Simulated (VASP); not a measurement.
# Pd (Pm-3m) in VASP: a series of runs

Runs on Pd. Level: BLYP. Tasks: single point.

Everything below comes from runs of VASP 6.6.1. Logs are shortened: lines on timing, memory, paths and dates and some standing lists are left out, and cuts for length are marked.

### Step 1. The cell of the first run

It takes space group Pm-3m (No. 221, cubic). The conventional cell has a = 2.670 Å, b = 2.670 Å, c = 2.670 Å, α = 90.00°, β = 90.00°, γ = 90.00°. Pd (site symmetry m-3m) has 6 Pd at 2.67 Å within 3.5 Å.

### Step 2. Single point, BLYP

INCAR reads:

```
SYSTEM = Pd
AGGAC = 1.0
AGGAX = 1.0
ALDAC = 0.0
ALDAX = 1.0
ALGO = Normal
EDIFF = 1E-7
ENCUT = 520
GGA = B5
ISIF = 2
ISMEAR = -1
LASPH = .True.
LCHARG = .False.
LREAL = .False.
LWAVE = .False.
NBANDS = 11
NELM = 100
PREC = Accurate
SIGMA = 0.1
```

KPOINTS reads:

```
k-points
0
Gamma
  13 13 13
  0 0 0
```

POSCAR reads:

```
Pd
1.0
    2.6697069721      0.0000000000      0.0000000000
    0.0000000000      2.6697069721      0.0000000000
    0.0000000000      0.0000000000      2.6697069721
Pd
1
Direct
    0.0000000000      0.0000000000      0.0000000000
```

Potentials or basis: VASP PAW PBE potentials, release 64 (Pd).

The run is started by

```console
$ cat potpaw_PBE.64/Pd/POTCAR > POTCAR
$ mpirun -np 1 vasp_std > vasp.out
```

OUTCAR:

```text
SYSTEM = Pd
   EDIFF = 1E-7
   ENCUT = 520
   GGA = B5
   ISIF = 2
   ISMEAR = -1
   LASPH = .True.
   LREAL = .False.
   NELM = 100
   PREC = Accurate

 ion  position               nearest neighbor table
   1  0.000  0.000  0.000-

  LATTYP: Found a simple cubic cell.
 ALAT       =     2.6697069721

  Lattice vectors:

 A1 = (   2.6697069721,   0.0000000000,   0.0000000000)
 A2 = (   0.0000000000,   2.6697069721,   0.0000000000)
 A3 = (   0.0000000000,   0.0000000000,   2.6697069721)

Analysis of symmetry for initial positions (statically):
=====================================================================
 Subroutine PRICEL returns:
 Original cell was already a primitive cell.

 Routine SETGRP: Setting up the symmetry group for a
 simple cubic supercell.

 Subroutine GETGRP returns: Found 48 space group operations
 (whereof 48 operations were pure point group operations)
 out of a pool of 48 trial point group operations.

The static configuration has the point symmetry O_h .

Analysis of symmetry for dynamics (positions and initial velocities):
=====================================================================
 Subroutine PRICEL returns:
 Original cell was already a primitive cell.

 Routine SETGRP: Setting up the symmetry group for a
 simple cubic supercell.

 Subroutine GETGRP returns: Found 48 space group operations
 (whereof 48 operations were pure point group operations)
 out of a pool of 48 trial point group operations.

The dynamic configuration has the point symmetry O_h .

 Subroutine INISYM returns: Found 48 space group operations
 (whereof 48 operations are pure point group operations),
 and found     1 'primitive' translations

----------------------------------------------------------------------------------------

                                     Primitive cell

  volume of cell :      19.0279

  direct lattice vectors                    reciprocal lattice vectors
     2.669706972  0.000000000  0.000000000     0.374572944  0.000000000  0.000000000
     0.000000000  2.669706972  0.000000000     0.000000000  0.374572944  0.000000000
     0.000000000  0.000000000  2.669706972     0.000000000  0.000000000  0.374572944

  length of vectors
     2.669706972  2.669706972  2.669706972     0.374572944  0.374572944  0.374572944

  position of ions in fractional coordinates (direct lattice)
     0.000000000  0.000000000  0.000000000

  ion indices of the primitive-cell ions
   primitive index   ion index
                 1           1

----------------------------------------------------------------------------------------

 KPOINTS: k-points

Automatic generation of k-mesh.
 Grid dimensions read from file:
 generate k-points for:   13   13   13

 Generating k-lattice:

  Cartesian coordinates                     Fractional coordinates (reciprocal lattice)
     0.028813303  0.000000000  0.000000000     0.076923077  0.000000000  0.000000000
     0.000000000  0.028813303  0.000000000     0.000000000  0.076923077  0.000000000
     0.000000000  0.000000000  0.028813303     0.000000000  0.000000000  0.076923077

  Length of vectors
     0.028813303  0.028813303  0.028813303

  Shift w.r.t. Gamma in fractional coordinates (k-lattice)
     0.000000000  0.000000000  0.000000000

 Subroutine IBZKPT returns following result:
 ===========================================

 Found     84 irreducible k-points:

 Following reciprocal coordinates:
            Coordinates               Weight
  0.000000  0.000000  0.000000      1.000000
  0.076923  0.000000  0.000000      6.000000
  0.153846  0.000000  0.000000      6.000000
  0.230769  0.000000  0.000000      6.000000
  0.307692  0.000000  0.000000      6.000000
  0.384615  0.000000  0.000000      6.000000
[... 16 lines left out ...]
  0.307692  0.307692  0.000000     12.000000
  0.384615  0.307692  0.000000     24.000000
 [... further k-points ...]
   k-points           NKPTS =     84   k-points in BZ     NKDIM =     84   number of bands    NBANDS=     11
   number of dos      NEDOS =    301   number of ions     NIONS =      1
   total plane-waves  NPLWV =   8000
   dimension x,y,z NGX =    20 NGY =   20 NGZ =   20
   dimension x,y,z NGXF=    40 NGYF=   40 NGZF=   40
   ions per type =               1
   NGX,Y,Z   is equivalent  to a cutoff of  12.45, 12.45, 12.45 a.u.
   NGXF,Y,Z  is equivalent  to a cutoff of  24.91, 24.91, 24.91 a.u.
 SYSTEM =  Pd
   PREC   = accura    normal or accurate (medium, high low for compatibility)
   ISTART =      0    job   : 0-new  1-cont  2-samecut
   ICHARG =      2    charge: 1-file 2-atom 10-const
   ISPIN  =      1    spin polarized calculation?
   LNONCOLLINEAR =      F non collinear calculations
   LSORBIT =      F    spin-orbit coupling
   LASPH  =      T    aspherical Exc in radial PAW
   ENCUT  =  520.0 eV  38.22 Ry    6.18 a.u.   4.96  4.96  4.96*2*pi/ulx,y,z
   NELM   =    100;   NELMIN=  2; NELMDL= -5     # of ELM steps
   EDIFF  = 0.1E-06   stopping-criterion for ELM
   LREAL  =      F    real-space projection
   EDIFFG = 0.1E-05   stopping-criterion for IOM
   NSW    =      0    number of steps for IOM
   IBRION =     -1    ionic relax: 0-MD 1-quasi-New 2-CG
   NFREE  =      0    steps in history (QN), initial steepest desc. (CG)
   ISIF   =      2    stress and relaxation
   ISYM   =      2    0-nonsym 1-usesym 2-fastsym
   POTIM  = 0.5000    time-step for ionic-motion
   TEBEG  =    0.0;   TEEND  =   0.0 temperature during run
   PSTRESS=    0.0 pullay stress
   NELECT =      10.0000    total number of electrons
   NUPDOWN=      -1.0000    fix difference up-down
   EMIN   =  10.00;   EMAX   =-10.00  energy-range for DOS
   EFERMI =   0.00;   METHOD = LEGACY
   ISMEAR =    -1;   SIGMA  =   0.10  broadening in eV -4-tet -1-fermi 0-gaus
   EFERMI_NEDOS =   21; number of points for ismear=-14 and -15
   IALGO  =     38    algorithm
   IMIX   =      4    mixing-type and parameters
     AMIX     =   0.40;   BMIX     =  1.00
     AMIX_MAG =   1.60;   BMIX_MAG =  1.00
  volume/ion in A,a.u.               =      19.03       128.41
  Fermi-wavevector in a.u.,A,eV,Ry     =   1.321127  2.496568 23.747290  1.745377
  Thomas-Fermi vector in A             =   2.450903
   LORBIT       =      0    0 simple, 1 ext, 2 COOP (PROOUT), +10 PAW based schemes
   GGA     = B5    functional components
   LHFCALC =     F    Hartree Fock is set to
   AEXX    =    0.0000 exact exchange contribution
   IVDW    =     0    specifies the selected vdW correction
   LEPSILON=     F    determine dielectric tensor
   LRPA    =     F    only Hartree local field effects (RPA)
 non-spin polarized calculation
  energy-cutoff  :      520.00
  volume of cell :       19.03
 maximum number of plane-waves:       523
 NGX is ok and might be reduce to    20
   NGX =  9   NGY =  9   NGZ =  9

 number of electron      10.0000000 magnetization

 number of electron       9.9999992 magnetization

 Free energy of the ion-electron system (eV)
  ---------------------------------------------------
  ext. energy  EPLUGINS =         0.00000000
  ---------------------------------------------------
  free energy    TOTEN  =        -4.08856184 eV

  energy without entropy =       -4.04312685  energy(sigma->0) =       -4.06584435

 E-fermi :   6.8081     XC(G=0): -10.9195

 val. band max:        6.7944113076   @ k =   0.2308   0.0000   0.0000
 cond. band min:       6.8248600103   @ k =   0.3077   0.0000   0.0000
 fundamental gap:      0.0304487027
 Fermi energy:         6.8080929401

 k-point     1 :       0.0000    0.0000    0.0000
  band No.  band energies     occupation
      1       1.3917      2.00000
      2       2.7136      2.00000
      3       2.7136      2.00000
      4       6.7385      1.33457
      5       6.7385      1.33456
      6       6.7385      1.33456
      7      22.7416      0.00000
      8      22.7416      0.00000
      9      22.7416      0.00000
     10      28.9897      0.00000
     11      28.9898      0.00000

 k-point     2 :       0.0769    0.0000    0.0000
  band No.  band energies     occupation
      1       1.5348      2.00000
      2       2.7361      2.00000
      3       2.8244      2.00000
      4       6.6490      1.66162
      5       6.6490      1.66161
      6       6.7457      1.30203
      7      21.6138      0.00000
      8      22.9755      0.00000
      9      22.9755      0.00000
     10      28.6905      0.00000
     11      29.1535      0.00000

 k-point     3 :       0.1538    0.0000    0.0000
  band No.  band energies     occupation
      1       1.9075      2.00000
      2       2.7992      2.00000
      3       3.1925      2.00000
      4       6.4094      1.96356
      5       6.4094      1.96356
      6       6.7659      1.20805
      7      19.4384      0.00000
      8      23.6416      0.00000
      9      23.6416      0.00000
     10      27.9369      0.00000
     11      29.1046      0.00000

 k-point     4 :       0.2308    0.0000    0.0000
  band No.  band energies     occupation
      1       2.3563      2.00000
      2       2.8899      2.00000
      3       3.9064      2.00000
      4       6.0905      1.99847
      5       6.0905      1.99847
      6       6.7944      1.06830
      7      17.1372      0.00000
      8      24.6479      0.00000
      9      24.6479      0.00000
     10      27.0105      0.00000
     11      28.9217      0.00000

 k-point     5 :       0.3077    0.0000    0.0000
  band No.  band energies     occupation
      1       2.7532      2.00000
      2       2.9884      2.00000
      3       4.9804      2.00000
      4       5.7726      1.99994
      5       5.7726      1.99994
      6       6.8249      0.91636
      7      14.9447      0.00000
      8      25.8714      0.00000
      9      25.8714      0.00000
     10      26.1466      0.00000
     11      28.5579      0.00000
[... 211 lines left out ...]
 k-point    21 :       0.3846    0.2308    0.0000
  band No.  band energies     occupation
      1       3.2928      2.00000
      2       3.8192      2.00000
      3       4.8054      2.00000
      4       5.6259      1.99999
      5       6.2615      1.99158
      6       7.8109      0.00009
      7      13.8560      0.00000
      8      20.8790      0.00000
      9      25.1206      0.00000
     10      28.0465      0.00000
     11      29.2106      0.00000

 k-point    22 :       0.4615    0.2308    0.0000
  band No.  band energies     occupation
      1       3.3768      2.00000
      2       3.7525      2.00000
      3       4.8611      2.00000
      4       5.4957      2.00000
      5       6.2818      1.98970
      6       9.3903      0.00000
      7      11.9413      0.00000
      8      22.1697      0.00000
      9      23.6309      0.00000
     10      27.5247      0.00000
     11      30.5623      0.00000

 k-point    23 :       0.3077    0.3077    0.0000
  band No.  band energies     occupation
      1       3.2840      2.00000
      2       3.6497      2.00000
      3       5.3167      2.00000
      4       5.8779      1.99982
      5       5.9655      1.99956
      6       7.2136      0.03407
      7      15.7927      0.00000
      8      18.6222      0.00000
      9      25.1103      0.00000
     10      28.7827      0.00000
     11      29.0556      0.00000

 k-point    24 :       0.3846    0.3077    0.0000
  band No.  band energies     occupation
      1       3.3283      2.00000
      2       3.4715      2.00000
      3       5.6818      1.99997
      4       5.7521      1.99995
      5       5.9689      1.99955
      6       8.5203      0.00000
      7      14.2124      0.00000
      8      19.1262      0.00000
      9      23.4530      0.00000
     10      28.5396      0.00000
     11      30.3171      0.00000

 [... further k-points ...]

------------------------ aborting loop because EDIFF is reached ----------------------------------------

  FORCE on cell =-STRESS in cart. coord.  units (eV):
  Direction    XX          YY          ZZ          XY          YZ          ZX
  --------------------------------------------------------------------------------------
  -------------------------------------------------------------------------------------
  Total        0.0122867      0.0122867      0.0122867      0.0000000      0.0000000     -0.0000000
  in kB        1.0345565      1.0345565      1.0345565      0.0000000      0.0000000     -0.0000000
  external PRESSURE =       1.0345565 kB  Pullay stress =       0.0000000 kB

 VOLUME and BASIS-vectors are now :
 -----------------------------------------------------------------------------
  energy-cutoff  :      520.00
  volume of cell :       19.03
      direct lattice vectors                 reciprocal lattice vectors
     2.669706972  0.000000000  0.000000000     0.374572944  0.000000000  0.000000000
     0.000000000  2.669706972  0.000000000     0.000000000  0.374572944  0.000000000
     0.000000000  0.000000000  2.669706972     0.000000000  0.000000000  0.374572944

 POSITION                                       TOTAL-FORCE (eV/Angst)
 -----------------------------------------------------------------------------------
      0.00000      0.00000      0.00000         0.000000      0.000000      0.000000
 -----------------------------------------------------------------------------------
    total drift:                               -0.000000      0.000000      0.000000

  FREE ENERGIE OF THE ION-ELECTRON SYSTEM (eV)
  ---------------------------------------------------
  free  energy   TOTEN  =        -4.0885618419 eV

  energy  without entropy=       -4.0431268507  energy(sigma->0) =       -4.06584435
```

Run time: 15 s. Hardware: 1 thread of Intel Xeon Platinum 8259CL at 2.50GHz (Skylake/Cascade Lake), shared host; peak memory 0.13 GiB.

Results:

- Free energy: -4.0886 eV
- Pressure: 0.1 GPa
- Band gap on the k mesh: zero (band 5 reaches 7.73 eV, above the bottom of band 6 at 6.21 eV)

Levels at points of the mesh, in eV from the Fermi level:
```tsv
k point	band 1	band 2	band 3	band 4	band 5	band 6	band 7	band 8	band 9	band 10
(0.00, 0.00, 0.00)	-5.42	-4.09	-4.09	-0.07	-0.07	-0.07	15.93	15.93	15.93	22.18
```

Caveat: the PAW data sets were made with another functional, which shifts forces and pressure a little.

### Step 3. Single point, BLYP (volume scaled by 1.04)

INCAR reads:

```
SYSTEM = Pd
PREC     = Accurate       ! precision mode
ENCUT    = 520            ! plane-wave cutoff, eV
EDIFF    = 1E-6           ! SCF threshold, eV
ISMEAR   = -1             ! smearing method
SIGMA    = 0.1            ! smearing width, eV
LREAL    = .False.        ! projectors in reciprocal space
LASPH    = .True.         ! aspherical terms in the spheres
NELM     = 60             ! most SCF steps
ALGO     = Normal         ! electronic algorithm
ISIF     = 2              ! what is computed and relaxed
LWAVE    = .False.        ! write WAVECAR
LCHARG   = .False.        ! write CHGCAR
GGA      = B5             ! functional
ALDAX    = 1.0          
AGGAX    = 1.0          
AGGAC    = 1.0          
ALDAC    = 0.0          
NBANDS   = 11             ! bands
```

KPOINTS reads:

```
Automatic mesh
0
Gamma
  13 13 13
  0 0 0
```

POSCAR reads:

```
Pd
1.0
    2.7048387243      0.0000000000      0.0000000000
    0.0000000000      2.7048387243      0.0000000000
    0.0000000000      0.0000000000      2.7048387243
Pd
1
Direct
    0.0000000000      0.0000000000      0.0000000000
```

Potentials or basis: VASP PAW PBE potentials, release 64 (Pd).

The run is started by

```console
$ cat potpaw_PBE.64/Pd/POTCAR > POTCAR
$ mpirun -np 1 vasp_std > vasp.out
```

It took 14 s on 1 thread of Intel Xeon Platinum 8259CL at 2.50GHz (Skylake/Cascade Lake), shared host; peak memory 0.13 GiB.

The run converged. Its results:

```yaml
Free_energy: -4.0808 eV
Pressure: -3.4 GPa
Band_gap_on_the_k_mesh: zero (band 5 reaches 7.16 eV, above the bottom of band 6 at 5.73 eV)
```

Levels at points of the mesh, in eV from the Fermi level:
```
           k point  band 2  band 3  band 4  band 5  band 6  band 7  band 8  band 9
(0.00, 0.00, 0.00)   -3.87   -3.87   -0.08   -0.08   -0.08   15.64   15.64   15.64
```

Caveat: the PAW data sets were made with another functional, which shifts forces and pressure a little.

(Continued in part 2 of 2.)
